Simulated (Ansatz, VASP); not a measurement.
TiO2 in VASP and in Ansatz

```
CELL_PARAMETERS angstrom
2.74181 -2.74188 -0.02046
2.74181 2.74188 -0.02046
-2.70461 0.00000 4.98725
ATOMIC_POSITIONS crystal
Ti 0.12501 0.87499 0.25000
Ti 0.87499 0.12501 0.75000
O 0.34249 0.09252 0.68500
O 0.65751 0.90748 0.31500
O 0.90748 0.65751 0.81500
O 0.09252 0.34249 0.18500
```

Alike in both runs: task single point; functional PBE; k mesh 6 × 6 × 6; occupations gaussian, width 0.05 eV; no spin polarisation; Hubbard terms Ti d U = 4.0 eV.

|  | VASP | Ansatz |
| --- | --- | --- |
| version | VASP 6.6.1 | Ansatz 0.2.0 |
| potentials or method | VASP PAW PBE potentials, release 64 (Ti_sv, O), cutoff 520 eV | scalar-relativistic, plane waves, PAW |
| valence electrons in the cell | 48 | 48 |

```tsv
	VASP	Ansatz	Ansatz less VASP
gap on the k mesh at the Fermi level (eV)	2.11	2.03	-0.075
least direct gap on the mesh (eV)	2.69	2.61	-0.078
pressure (GPa)	-8.3	-11.7	-3.33
traceless stress, the component that is largest in VASP (GPa)	-8.46	-6.81	+1.653
rms of the force components (eV/Å)	0.608	0.645	+0.0365
```

The programs project onto different local orbitals, so the same U acts differently, and such runs can settle in different states. Atom by atom the forces differ by 0.036 eV/Å (rms over components).
